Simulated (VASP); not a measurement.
# Te (R-3m) in VASP: further runs, part 2 of 2

VASP 6.6.1.

### Step 4. Single point, LDA

This run uses another cell than the first one, of 31.15 Å³/atom.

INCAR

```
SYSTEM = Te
PREC     = Accurate       ! precision mode
ENCUT    = 520            ! plane-wave cutoff, eV
EDIFF    = 1E-6           ! SCF threshold, eV
ISMEAR   = -1             ! smearing method
SIGMA    = 0.05           ! smearing width, eV
LREAL    = .False.        ! projectors in reciprocal space
LASPH    = .True.         ! aspherical terms in the spheres
NELM     = 60             ! most SCF steps
ALGO     = Normal         ! electronic algorithm
ISIF     = 2              ! what is computed and relaxed
LWAVE    = .False.        ! write WAVECAR
LCHARG   = .False.        ! write CHGCAR
GGA      = CA             ! functional
NBANDS   = 9              ! bands
```

KPOINTS

```
Automatic mesh
0
Gamma
  9 9 9
  0 0 0
```

POSCAR

```
Te
1.0
    2.3059043427      1.3313144930      1.6909537039
   -2.3059043427      1.3313144930      1.6909537039
    0.0000000000     -2.6626289860      1.6909537039
Te
1
Direct
    0.5000000000      0.5000000000      0.5000000000
```

Potentials or basis: VASP PAW LDA potentials, release 64 (Te).

Started as:

```
$ cat potpaw_LDA.64/Te/POTCAR > POTCAR
$ mpirun -np 1 vasp_std > vasp.out
```

OUTCAR:

```text
SYSTEM = Te
   PREC = Accurate
   ENCUT = 520
   EDIFF = 1E-6
   ISMEAR = -1
   LREAL = .False.
   LASPH = .True.
   NELM = 60
   ISIF = 2
   GGA = CA

 ion  position               nearest neighbor table
   1  0.500  0.500  0.500-

  LATTYP: Found a trigonal (rhomboedric) cell.
 ALAT       =     3.1541904739
 COS(alpha) =    -0.0688991668

  Lattice vectors:

 A1 = (   2.3059043427,   1.3313144930,   1.6909537039)
 A2 = (  -2.3059043427,   1.3313144930,   1.6909537039)
 A3 = (   0.0000000000,  -2.6626289860,   1.6909537039)

Analysis of symmetry for initial positions (statically):
=====================================================================
 Subroutine PRICEL returns:
 Original cell was already a primitive cell.

 Routine SETGRP: Setting up the symmetry group for a
 trigonal (rhombohedral) supercell.

 Subroutine GETGRP returns: Found 12 space group operations
 (whereof 12 operations were pure point group operations)
 out of a pool of 12 trial point group operations.

The static configuration has the point symmetry D_3d.

Analysis of symmetry for dynamics (positions and initial velocities):
=====================================================================
 Subroutine PRICEL returns:
 Original cell was already a primitive cell.

 Routine SETGRP: Setting up the symmetry group for a
 trigonal (rhombohedral) supercell.

 Subroutine GETGRP returns: Found 12 space group operations
 (whereof 12 operations were pure point group operations)
 out of a pool of 12 trial point group operations.

The dynamic configuration has the point symmetry D_3d.

 Subroutine INISYM returns: Found 12 space group operations
 (whereof 12 operations are pure point group operations),
 and found     1 'primitive' translations

----------------------------------------------------------------------------------------

                                     Primitive cell
[... 110 lines left out ...]
  volume/ion in A,a.u.               =      31.15       210.18
  Fermi-wavevector in a.u.,A,eV,Ry     =   0.945490  1.786717 12.162947  0.893951
  Thomas-Fermi vector in A             =   2.073397
   LORBIT       =      0    0 simple, 1 ext, 2 COOP (PROOUT), +10 PAW based schemes
   GGA     = CA    functional components
   LHFCALC =     F    Hartree Fock is set to
   AEXX    =    0.0000 exact exchange contribution
   IVDW    =     0    specifies the selected vdW correction
   LEPSILON=     F    determine dielectric tensor
   LRPA    =     F    only Hartree local field effects (RPA)
 non-spin polarized calculation
  energy-cutoff  :      520.00
  volume of cell :       31.15
 maximum number of plane-waves:       858
   NGX = 11   NGY = 11   NGZ = 11

 number of electron       5.9999999 magnetization

 Free energy of the ion-electron system (eV)
  ---------------------------------------------------
  ext. energy  EPLUGINS =         0.00000000
  ---------------------------------------------------
  free energy    TOTEN  =        -3.78425566 eV

  energy without entropy =       -3.77886213  energy(sigma->0) =       -3.78155890

 E-fermi :   6.9369     XC(G=0):  -9.7075

 val. band max:        6.9327418923   @ k =  -0.3333   0.4444   0.2222
 cond. band min:       6.9489409169   @ k =   0.2222   0.1111   0.0000
 fundamental gap:      0.0161990247
 Fermi energy:         6.9368909610

 k-point     1 :       0.0000    0.0000    0.0000
  band No.  band energies     occupation
      1      -7.0441      2.00000
      2       7.8984      0.00000
      3       8.3569      0.00000
      4       8.3569      0.00000
      5      13.0220      0.00000
      6      13.0220      0.00000
      7      13.5114      0.00000
      8      23.7480      0.00000
      9      23.8268      0.00000
[... 265 lines left out ...]
 k-point    24 :       0.4444    0.4444    0.0000
  band No.  band energies     occupation
      1      -3.4645      2.00000
      2       2.0699      2.00000
      3       2.7332      2.00000
      4       9.2902      0.00000
      5      10.7570      0.00000
      6      17.1431      0.00000
      7      19.0002      0.00000
      8      19.4333      0.00000
      9      19.7845      0.00000

 [... further k-points ...]

------------------------ aborting loop because EDIFF is reached ----------------------------------------

  FORCE on cell =-STRESS in cart. coord.  units (eV):
  Direction    XX          YY          ZZ          XY          YZ          ZX
  --------------------------------------------------------------------------------------
  -------------------------------------------------------------------------------------
  Total       -0.2221067     -0.2221067     -0.1528531      0.0000000     -0.0000000      0.0000000
  in kB      -11.4252938    -11.4252938     -7.8628488      0.0000000     -0.0000000      0.0000000
  external PRESSURE =     -10.2378121 kB  Pullay stress =       0.0000000 kB

 VOLUME and BASIS-vectors are now :
 -----------------------------------------------------------------------------
  energy-cutoff  :      520.00
  volume of cell :       31.15
      direct lattice vectors                 reciprocal lattice vectors
     2.305904343  1.331314493  1.690953704     0.216834667  0.125189553  0.197127415
    -2.305904343  1.331314493  1.690953704    -0.216834667  0.125189553  0.197127415
     0.000000000 -2.662628986  1.690953704     0.000000000 -0.250379107  0.197127415

 POSITION                                       TOTAL-FORCE (eV/Angst)
 -----------------------------------------------------------------------------------
      0.00000      0.00000      2.53643         0.000000     -0.000000      0.000000
 -----------------------------------------------------------------------------------
    total drift:                                0.000000      0.000000     -0.000000

  FREE ENERGIE OF THE ION-ELECTRON SYSTEM (eV)
  ---------------------------------------------------
  free  energy   TOTEN  =        -3.7842556632 eV

  energy  without entropy=       -3.7788621333  energy(sigma->0) =       -3.78155890
```

Wall time 11 s (1 thread of Intel Xeon 8259CL, shared host); peak memory 0.14 GiB.

What came out:

```yaml
Free_energy: -3.7843 eV
Pressure: -1.0 GPa
Band_gap_on_the_k_mesh: zero (bands 3 and 4 overlap by 4.86 eV)
```

Caveat: spin-orbit coupling is left out, which moves the levels of the heavy elements.

### Step 5. Single point, PBE (29.90 Å³/atom)

This run uses another cell than the first one, of 29.90 Å³/atom.

INCAR

```
SYSTEM = Te
PREC = Accurate
ENCUT = 520
EDIFF = 1E-6
ISMEAR = -1
SIGMA = 0.05
LREAL = .False.
LASPH = .True.
NELM = 80
ALGO = Normal
ISIF = 2
LWAVE = .False.
LCHARG = .False.
GGA = PE
NBANDS = 9
```

KPOINTS is that of step 4.

POSCAR

```
Te
1.0
    2.2747396529      1.3133215509      1.6681001767
   -2.2747396529      1.3133215509      1.6681001767
    0.0000000000     -2.6266431019      1.6681001767
Te
1
Direct
    0.5000000000      0.5000000000      0.5000000000
```

Potentials or basis: VASP PAW PBE potentials, release 64 (Te).

Started as:

```
$ cat potpaw_PBE.64/Te/POTCAR > POTCAR
$ mpirun -np 1 vasp_std > vasp.out
```

Wall time 10 s (1 thread of Intel Xeon 8259CL, shared host); peak memory 0.15 GiB.

Results (log left out):

- Free energy: -3.0580 eV
- Pressure: 5.3 GPa
- Band gap on the k mesh: zero (bands 3 and 4 overlap by 5.17 eV)

Stress tensor (GPa, compression positive):
```
5.54 0.00 0.00
0.00 5.54 0.00
0.00 0.00 4.92
```

Levels at points of the mesh, in eV from the Fermi level:
```
           k point  band 1  band 2  band 3  band 4  band 5  band 6
(0.00, 0.00, 0.00)  -14.32    0.99    1.48    1.48    6.00    6.00
```

Caveat: the cell stands under pressure; spin-orbit coupling is left out, which moves the levels of the heavy elements.

### Step 6. Overview

| level | potentials or basis | spin | fixed moment (μB) | cell | cutoff (eV) | smearing | gap on the mesh (eV) | pressure (GPa) | moment (μB) |
| --- | --- | --- | --- | --- | --- | --- | --- | --- | --- |
| pbesol exchange, pbe correlation | VASP PAW PBE potentials, release 64 (Te) | collinear | 1.0 | a = 3.216 Å, angles 94.0°, 1 atom | 500 | gaussian 0.05 eV | - | 0.4 | 1.00 |
| PBE exchange alone | VASP PAW PBE potentials, release 64 (Te) | non-collinear, zero start, SOC | - | a = 3.154 Å, angles 94.0°, 1 atom | 520 | tetrahedron | - | 13.0 | 0.00 |
| LDA | VASP PAW LDA potentials, release 64 (Te) | off | - | a = 3.154 Å, angles 94.0°, 1 atom | 520 | fermi-dirac 0.05 eV | none | -1.0 | - |
| PBE | VASP PAW PBE potentials, release 64 (Te) | off | - | a = 3.112 Å, angles 94.0°, 1 atom | 520 | fermi-dirac 0.05 eV | none | 5.3 | - |

Alike in all rows: task single point; k mesh 9 × 9 × 9.

Caveats: spin-orbit coupling is left out, which moves the levels of the heavy elements (at least some runs); the cell stands under pressure (at least some runs); the PAW data sets were made with another functional, which shifts forces and pressure a little (at least some runs); the total moment is fixed, so each spin has its own Fermi level (at least some runs).

Absolute energies hang on the potentials; compare differences alone.
